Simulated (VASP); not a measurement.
# Fe (P6_3/mmc) in VASP: further runs, part 2 of 2

VASP 6.6.1. The steps go on from the part before.

### Step 4. Electric field gradients, PBE (zz strain of +3 %)

Input file INCAR:

```
SYSTEM = Fe
PREC = Accurate ; ENCUT = 520
EDIFF = 1E-8 ; ISMEAR = -1
SIGMA = 0.08 ; LREAL = .False.
LASPH = .True. ; NELM = 120
ALGO = Normal ; ISIF = 2
LWAVE = .False. ; LCHARG = .False.
GGA = PE ; LEFG = .True.
NBANDS = 15 ; GGA_COMPAT = .False.
```

Input file KPOINTS:

```
Automatic mesh
0
Gamma
  17 17 10
  0 0 0
```

Input file POSCAR:

```
Fe
1.0
    2.4341575853      0.0000000000      0.0000000000
   -1.2170787927      2.1080423057      0.0000000000
    0.0000000000      0.0000000000      3.9571925041
Fe
2
Direct
    0.3333333333      0.6666666667      0.2500000000
    0.6666666667      0.3333333333      0.7500000000
```

Potentials or basis: VASP PAW PBE potentials, release 64 (Fe).

Started as:

```sh
$ cat potpaw_PBE.64/Fe/POTCAR > POTCAR
$ mpirun -np 1 vasp_std > vasp.out
```

OUTCAR:

```text
SYSTEM = Fe
   PREC = Accurate
   ENCUT = 520
   EDIFF = 1E-8
   ISMEAR = -1
   LREAL = .False.
   LASPH = .True.
   NELM = 120
   ISIF = 2
   GGA = PE

 ion  position               nearest neighbor table
   1  0.333  0.667  0.250-   2 2.43   2 2.43   2 2.43   2 2.43   2 2.43   2 2.43
   2  0.667  0.333  0.750-   1 2.43   1 2.43   1 2.43   1 2.43   1 2.43   1 2.43

  LATTYP: Found a hexagonal cell.
 ALAT       =     2.4341575853
 C/A-ratio  =     1.6256928179

  Lattice vectors:

 A1 = (   2.4341575853,   0.0000000000,   0.0000000000)
 A2 = (  -1.2170787927,   2.1080423057,   0.0000000000)
 A3 = (   0.0000000000,   0.0000000000,   3.9571925041)

Analysis of symmetry for initial positions (statically):
=====================================================================
 Subroutine PRICEL returns:
 Original cell was already a primitive cell.

 Routine SETGRP: Setting up the symmetry group for a
 hexagonal supercell.

 Subroutine GETGRP returns: Found 24 space group operations
 (whereof 12 operations were pure point group operations)
 out of a pool of 24 trial point group operations.

The static configuration has the point symmetry D_3d.
 The point group associated with its full space group is D_6h.

Analysis of symmetry for dynamics (positions and initial velocities):
=====================================================================
 Subroutine PRICEL returns:
 Original cell was already a primitive cell.

 Routine SETGRP: Setting up the symmetry group for a
 hexagonal supercell.

 Subroutine GETGRP returns: Found 24 space group operations
 (whereof 12 operations were pure point group operations)
 out of a pool of 24 trial point group operations.

The dynamic configuration has the point symmetry D_3d.
 The point group associated with its full space group is D_6h.

 Subroutine INISYM returns: Found 24 space group operations
 (whereof 12 operations are pure point group operations),
 and found     1 'primitive' translations

----------------------------------------------------------------------------------------

                                     Primitive cell

  volume of cell :      20.3056

  direct lattice vectors                    reciprocal lattice vectors
     2.434157585  0.000000000  0.000000000     0.410819746  0.237186891  0.000000000
    -1.217078793  2.108042306  0.000000000     0.000000000  0.474373781  0.000000000
     0.000000000  0.000000000  3.957192504     0.000000000  0.000000000  0.252704411

  length of vectors
     2.434157585  2.434157585  3.957192504     0.474373781  0.474373781  0.252704411

  position of ions in fractional coordinates (direct lattice)
     0.333333333  0.666666667  0.250000000
     0.666666667  0.333333333  0.750000000

  ion indices of the primitive-cell ions
   primitive index   ion index
                 1           1
                 2           2

----------------------------------------------------------------------------------------
[... 87 lines left out ...]
   IALGO  =     38    algorithm
   IMIX   =      4    mixing-type and parameters
     AMIX     =   0.40;   BMIX     =  1.00
     AMIX_MAG =   1.60;   BMIX_MAG =  1.00
  volume/ion in A,a.u.               =      10.15        68.51
  Fermi-wavevector in a.u.,A,eV,Ry     =   1.512086  2.857428 31.108407  2.286403
  Thomas-Fermi vector in A             =   2.622057
   LORBIT       =      0    0 simple, 1 ext, 2 COOP (PROOUT), +10 PAW based schemes
   GGA     = PE    functional components
   LHFCALC =     F    Hartree Fock is set to
   AEXX    =    0.0000 exact exchange contribution
   IVDW    =     0    specifies the selected vdW correction
   LEPSILON=     F    determine dielectric tensor
   LRPA    =     F    only Hartree local field effects (RPA)
 non-spin polarized calculation
  energy-cutoff  :      520.00
  volume of cell :       20.31
 maximum number of plane-waves:       567
 NGX is ok and might be reduce to    18
   NGX =  9   NGY =  9   NGZ = 15

 number of electron      16.0000022 magnetization

 Free energy of the ion-electron system (eV)
  ---------------------------------------------------
  ext. energy  EPLUGINS =         0.00000000
  ---------------------------------------------------
  free energy    TOTEN  =       -16.31944784 eV

  energy without entropy =      -16.26232287  energy(sigma->0) =      -16.29088535

 E-fermi :   6.9480     XC(G=0): -13.8140

 val. band max:        6.9439268018   @ k =   0.2941   0.1176   0.0000
 cond. band min:       6.9546377604   @ k =   0.2941  -0.0000   0.2000
 fundamental gap:      0.0107109586
 Fermi energy:         6.9479960627

 k-point     1 :       0.0000    0.0000    0.0000
  band No.  band energies     occupation
      1      -1.9891      2.00000
      2       1.9879      2.00000
      3       5.2420      2.00000
      4       5.3112      2.00000
      5       5.3112      2.00000
      6       5.7345      2.00000
      7       5.7345      2.00000
      8       6.2361      1.99973
      9       6.2361      1.99973
     10       7.1395      0.16728
     11       7.6612      0.00027
     12       7.6612      0.00027
     13      15.3566      0.00000
     14      29.2522      0.00000
[... 401 lines left out ...]
      2       3.3678      2.00000
      3       3.5670      2.00000
      4       3.8241      2.00000
      5       5.1102      2.00000
      6       5.3469      2.00000
      7       5.8674      2.00000
      8       6.3535      1.99882
      9       7.1237      0.20014
     10       7.6392      0.00035
     11       7.8067      0.00004
     12      14.0828      0.00000
     13      15.8814      0.00000
     14      20.7126      0.00000
     15      21.4622      0.00000

 [... further k-points ...]

------------------------ aborting loop because EDIFF is reached ----------------------------------------

  FORCE on cell =-STRESS in cart. coord.  units (eV):
  Direction    XX          YY          ZZ          XY          YZ          ZX
  --------------------------------------------------------------------------------------
  -------------------------------------------------------------------------------------
  Total        0.6372056      0.6372056     -0.9269877     -0.0000000      0.0000000      0.0000000
  in kB       50.2776512     50.2776512    -73.1424301     -0.0000000      0.0000000      0.0000000
  external PRESSURE =       9.1376241 kB  Pullay stress =       0.0000000 kB

 VOLUME and BASIS-vectors are now :
 -----------------------------------------------------------------------------
  energy-cutoff  :      520.00
  volume of cell :       20.31
      direct lattice vectors                 reciprocal lattice vectors
     2.434157585  0.000000000  0.000000000     0.410819746  0.237186891  0.000000000
    -1.217078793  2.108042306  0.000000000     0.000000000  0.474373781  0.000000000
     0.000000000  0.000000000  3.957192504     0.000000000  0.000000000  0.252704411

 POSITION                                       TOTAL-FORCE (eV/Angst)
 -----------------------------------------------------------------------------------
     -0.00000      1.40536      0.98930         0.000000      0.000000      0.000000
      1.21708      0.70268      2.96789        -0.000000     -0.000000      0.000000
 -----------------------------------------------------------------------------------
    total drift:                               -0.000000      0.000000     -0.000000

  FREE ENERGIE OF THE ION-ELECTRON SYSTEM (eV)
  ---------------------------------------------------
  free  energy   TOTEN  =       -16.3194478379 eV

  energy  without entropy=      -16.2623228654  energy(sigma->0) =      -16.29088535

 Electric field gradients (V/A^2)
---------------------------------------------------------------------
 ion       V_xx      V_yy      V_zz      V_xy      V_xz      V_yz
---------------------------------------------------------------------
   1       0.021     0.021    -0.043     0.000     0.000    -0.000
   2       0.021     0.021    -0.043     0.000    -0.000     0.000
---------------------------------------------------------------------

 Electric field gradients after diagonalization (V/A^2)
 (convention: |V_zz| > |V_xx| > |V_yy|)
----------------------------------------------------------------------
 ion       V_xx      V_yy      V_zz     asymmetry (V_yy - V_xx)/ V_zz
----------------------------------------------------------------------
   1       0.022     0.021    -0.043       0.008
   2       0.022     0.021    -0.043       0.008
----------------------------------------------------------------------

           NMR quadrupolar parameters

 Cq : quadrupolar parameter    Cq=e*Q*V_zz/h
 eta: asymmetry parameters     (V_yy - V_xx)/ V_zz
 Q  : nuclear electric quadrupole moment in mb (millibarn)
----------------------------------------------------------------------
 ion       Cq(MHz)       eta       Q (mb)
----------------------------------------------------------------------
   1      -0.000       0.008       1.000
   2      -0.000       0.008       1.000
----------------------------------------------------------------------
```

OSZICAR:

```text
N       E                     dE             d eps       ncg     rms          rms(c)
DAV:   1     0.738672076056E+02    0.73867E+02   -0.72038E+03  6116   0.143E+03
DAV:   2    -0.176258327336E+02   -0.91493E+02   -0.81666E+02  5947   0.241E+02
DAV:   3    -0.194921249233E+02   -0.18663E+01   -0.17988E+01  7186   0.501E+01
DAV:   4    -0.195036325856E+02   -0.11508E-01   -0.11506E-01  7144   0.335E+00
DAV:   5    -0.195037826810E+02   -0.15010E-03   -0.15010E-03  7298   0.376E-01    0.173E+01
DAV:   6    -0.165489085872E+02    0.29549E+01   -0.12510E+01  6570   0.757E+01    0.263E+00
DAV:   7    -0.163576813408E+02    0.19123E+00   -0.88312E-01  7046   0.188E+01    0.102E+00
DAV:   8    -0.163310862055E+02    0.26595E-01   -0.56961E-03  9089   0.119E+00    0.494E-01
DAV:   9    -0.163194917525E+02    0.11594E-01   -0.19819E-03  9105   0.553E-01    0.796E-02
DAV:  10    -0.163194610255E+02    0.30727E-04   -0.19885E-04  7756   0.262E-01    0.365E-02
DAV:  11    -0.163194460645E+02    0.14961E-04   -0.14148E-05  7737   0.842E-02    0.410E-03
DAV:  12    -0.163194472203E+02   -0.11558E-05   -0.75175E-07  6710   0.103E-02    0.199E-03
DAV:  13    -0.163194475995E+02   -0.37921E-06   -0.67184E-09  5647   0.916E-04    0.467E-04
DAV:  14    -0.163194478431E+02   -0.24356E-06   -0.13874E-09  3789   0.489E-04    0.470E-05
DAV:  15    -0.163194478379E+02    0.52009E-08   -0.51797E-10  3488   0.338E-04
   1 F= -.16319448E+02 E0= -.16290885E+02  d E =-.571250E-01
```

stdout:

```text
POSCAR found type information on POSCAR Fe
 POSCAR found :  1 types and       2 ions
 scaLAPACK will be used
 LDA part: xc-table for (Slater+PW92), standard interpolation
 POSCAR, INCAR and KPOINTS ok, starting setup
 FFT: planning ... GRIDC
 FFT: planning ... GRID_SOFT
 FFT: planning ... GRID
 WAVECAR not read
 entering main loop
ion   1

ion   2
```

It took 41 s on 1 thread of AMD EPYC 7R13 (Zen 3), shared host; peak memory 0.14 GiB.

What came out:

| Quantity | Value |
| --- | --- |
| Free energy | -16.3194 eV |
| Pressure | 0.9 GPa |
| Band gap on the k mesh | zero (bands 8 and 9 overlap by 1.85 eV) |
| Largest electric field gradient by atom | zero within the noise of the run |

Caveat: the cell differs from its parent crystal (zz strain of +3 %); the run has no spin polarisation, though such a crystal can be magnetic.

### Step 5. Electric field gradients, PBE (equal xx and yy strain of +2 %)

Input file INCAR:

```
PREC     = Accurate       # precision mode
ENCUT    = 520            # plane-wave cutoff, eV
EDIFF    = 1E-8           # SCF threshold, eV
ISMEAR   = -1             # smearing method
SIGMA    = 0.08           # smearing width, eV
LREAL    = F              # projectors in reciprocal space
LASPH    = T              # aspherical terms in the spheres
NELM     = 120            # most SCF steps
ALGO     = Normal         # electronic algorithm
ISIF     = 2              # what is computed and relaxed
LWAVE    = F              # write WAVECAR
LCHARG   = F              # write CHGCAR
GGA      = PE             # functional
LEFG     = T            
NBANDS   = 15             # bands
GGA_COMPAT= F
```

Input file KPOINTS:

```
Automatic mesh
0
Gamma
  17 17 10
```

Input file POSCAR:

```
Fe
1.0
    2.4828407370      0.0000000000      0.0000000000
   -1.2414203685      2.1502031518      0.0000000000
    0.0000000000      0.0000000000      3.8419344700
Fe
2
Direct
    0.3333333333      0.6666666667      0.2500000000
    0.6666666667      0.3333333333      0.7500000000
```

Potentials or basis: VASP PAW PBE potentials, release 64 (Fe).

Started as:

```sh
$ cat potpaw_PBE.64/Fe/POTCAR > POTCAR
$ mpirun -np 1 vasp_std > vasp.out
```

OUTCAR:

```text
PREC = Accurate
   ENCUT = 520
   EDIFF = 1E-8
   ISMEAR = -1
   LREAL = F
   LASPH = T
   NELM = 120
   ISIF = 2
   GGA = PE

 ion  position               nearest neighbor table
   1  0.333  0.667  0.250-   2 2.40   2 2.40   2 2.40   2 2.40   2 2.40   2 2.40
   2  0.667  0.333  0.750-   1 2.40   1 2.40   1 2.40   1 2.40   1 2.40   1 2.40

  LATTYP: Found a hexagonal cell.
 ALAT       =     2.4828407370
 C/A-ratio  =     1.5473946487

  Lattice vectors:

 A1 = (   2.4828407370,   0.0000000000,   0.0000000000)
 A2 = (  -1.2414203685,   2.1502031518,   0.0000000000)
 A3 = (   0.0000000000,   0.0000000000,   3.8419344700)

Analysis of symmetry for initial positions (statically):
=====================================================================
 Subroutine PRICEL returns:
 Original cell was already a primitive cell.

 Routine SETGRP: Setting up the symmetry group for a
[... 622 lines left out ...]
  energy-cutoff  :      520.00
  volume of cell :       20.51
      direct lattice vectors                 reciprocal lattice vectors
     2.482840737  0.000000000  0.000000000     0.402764456  0.232536167  0.000000000
    -1.241420369  2.150203152  0.000000000     0.000000000  0.465072335  0.000000000
     0.000000000  0.000000000  3.841934470     0.000000000  0.000000000  0.260285543

 POSITION                                       TOTAL-FORCE (eV/Angst)
 -----------------------------------------------------------------------------------
     -0.00000      1.43347      0.96048        -0.000000      0.000000      0.000000
      1.24142      0.71673      2.88145         0.000000     -0.000000      0.000000
 -----------------------------------------------------------------------------------
    total drift:                                0.000000     -0.000000     -0.000000

  FREE ENERGIE OF THE ION-ELECTRON SYSTEM (eV)
  ---------------------------------------------------
  free  energy   TOTEN  =       -16.3250979227 eV

  energy  without entropy=      -16.2690632994  energy(sigma->0) =      -16.29708061

 Electric field gradients (V/A^2)
---------------------------------------------------------------------
 ion       V_xx      V_yy      V_zz      V_xy      V_xz      V_yz
---------------------------------------------------------------------
   1       5.891     5.890   -11.781    -0.001     0.000     0.000
   2       5.891     5.890   -11.781    -0.001     0.000     0.000
---------------------------------------------------------------------

 Electric field gradients after diagonalization (V/A^2)
 (convention: |V_zz| > |V_xx| > |V_yy|)
----------------------------------------------------------------------
 ion       V_xx      V_yy      V_zz     asymmetry (V_yy - V_xx)/ V_zz
----------------------------------------------------------------------
   1       5.892     5.889   -11.781       0.000
   2       5.892     5.889   -11.781       0.000
----------------------------------------------------------------------

           NMR quadrupolar parameters

 Cq : quadrupolar parameter    Cq=e*Q*V_zz/h
 eta: asymmetry parameters     (V_yy - V_xx)/ V_zz
 Q  : nuclear electric quadrupole moment in mb (millibarn)
----------------------------------------------------------------------
 ion       Cq(MHz)       eta       Q (mb)
----------------------------------------------------------------------
   1      -0.028       0.000       1.000
   2      -0.028       0.000       1.000
----------------------------------------------------------------------
```

OSZICAR:

```text
N       E                     dE             d eps       ncg     rms          rms(c)
DAV:   1     0.767083783045E+02    0.76708E+02   -0.72148E+03  6020   0.142E+03
DAV:   2    -0.175167711931E+02   -0.94225E+02   -0.84049E+02  5940   0.243E+02
DAV:   3    -0.195060623166E+02   -0.19893E+01   -0.19155E+01  7319   0.516E+01
DAV:   4    -0.195181233593E+02   -0.12061E-01   -0.12060E-01  6948   0.342E+00
DAV:   5    -0.195182795489E+02   -0.15619E-03   -0.15619E-03  7396   0.384E-01    0.171E+01
DAV:   6    -0.165646486734E+02    0.29536E+01   -0.12761E+01  6563   0.762E+01    0.276E+00
DAV:   7    -0.163630440736E+02    0.20160E+00   -0.93735E-01  6871   0.193E+01    0.101E+00
DAV:   8    -0.163367508892E+02    0.26293E-01   -0.58658E-03  8987   0.122E+00    0.492E-01
DAV:   9    -0.163251329379E+02    0.11618E-01   -0.20355E-03  8991   0.560E-01    0.781E-02
DAV:  10    -0.163251084432E+02    0.24495E-04   -0.20386E-04  7532   0.267E-01    0.350E-02
DAV:  11    -0.163250967041E+02    0.11739E-04   -0.14650E-05  7571   0.847E-02    0.276E-03
DAV:  12    -0.163250975175E+02   -0.81336E-06   -0.75152E-07  6831   0.117E-02    0.141E-03
DAV:  13    -0.163250976469E+02   -0.12939E-06   -0.11089E-08  6121   0.125E-03    0.559E-04
DAV:  14    -0.163250979292E+02   -0.28232E-06   -0.95571E-10  3607   0.372E-04    0.485E-05
DAV:  15    -0.163250979227E+02    0.65368E-08   -0.22761E-10  3362   0.219E-04
   1 F= -.16325098E+02 E0= -.16297081E+02  d E =-.560346E-01
```

stdout:

```text
POSCAR found type information on POSCAR Fe
 POSCAR found :  1 types and       2 ions
 scaLAPACK will be used
 LDA part: xc-table for (Slater+PW92), standard interpolation
 POSCAR, INCAR and KPOINTS ok, starting setup
 FFT: planning ... GRIDC
 FFT: planning ... GRID_SOFT
 FFT: planning ... GRID
 WAVECAR not read
 entering main loop
ion   1

ion   2
```

Run time: 39 s. Hardware: 1 thread of AMD EPYC 7R13 (Zen 3), shared host; peak memory 0.14 GiB.

What came out:

```yaml
Free_energy: -16.3251 eV
Pressure: -1.7 GPa
Band_gap_on_the_k_mesh: zero (bands 8 and 9 overlap by 1.75 eV)
Largest_electric_field_gradient_by_atom: Fe -11.8 V/Å²
```

Levels at points of the mesh, in eV from the Fermi level:
```csv
k point,band 5,band 6,band 7,band 8,band 9,band 10,band 11,band 12
"(0.00, 0.00, 0.00)",-1.37,-1.16,-1.16,-0.94,-0.94,0.70,0.70,0.82
"(0.00, 0.00, 0.50)",-1.81,-1.81,-1.81,-1.81,0.33,0.33,0.33,0.33
```

Electric field gradients, principal values (V/Å²):
| atom | least | middle | greatest (by size) |
| --- | --- | --- | --- |
| 1 Fe | 5.889 | 5.892 | -11.781 |
| 2 Fe | 5.889 | 5.892 | -11.781 |

Caveat: the cell differs from its parent crystal (equal xx and yy strain of +2 %); without QUAD_EFG the Cq values of the log hold for a quadrupole moment of 1 mb, not for the nuclei; the run has no spin polarisation, though such a crystal can be magnetic.

### Step 6. The runs side by side

| cell | gap on the mesh (eV) | pressure (GPa) |
| --- | --- | --- |
| a = 2.434, b = 2.434, c = 3.765 Å, angles 90.0, 90.0, 120.0°, 2 atoms | none | 17.5 |
| a = 2.434, b = 2.434, c = 3.804 Å, angles 90.0, 90.0, 120.0°, 2 atoms | none | 13.7 |
| a = 2.434, b = 2.434, c = 3.957 Å, angles 90.0, 90.0, 120.0°, 2 atoms | none | 0.9 |
| a = 2.483, b = 2.483, c = 3.842 Å, angles 90.0, 90.0, 120.0°, 2 atoms | none | -1.7 |

Alike in all rows: task electric field gradients; level PBE; potentials or basis VASP PAW PBE potentials, release 64 (Fe); no spin polarisation; k mesh 17 × 17 × 10; cutoff (eV) 520; smearing fermi-dirac 0.08 eV.

Caveats: the run has no spin polarisation, though such a crystal can be magnetic; the cell stands under pressure (at least some runs).

Total energies depend on the potentials used, so only differences within one code and one set of settings carry meaning.
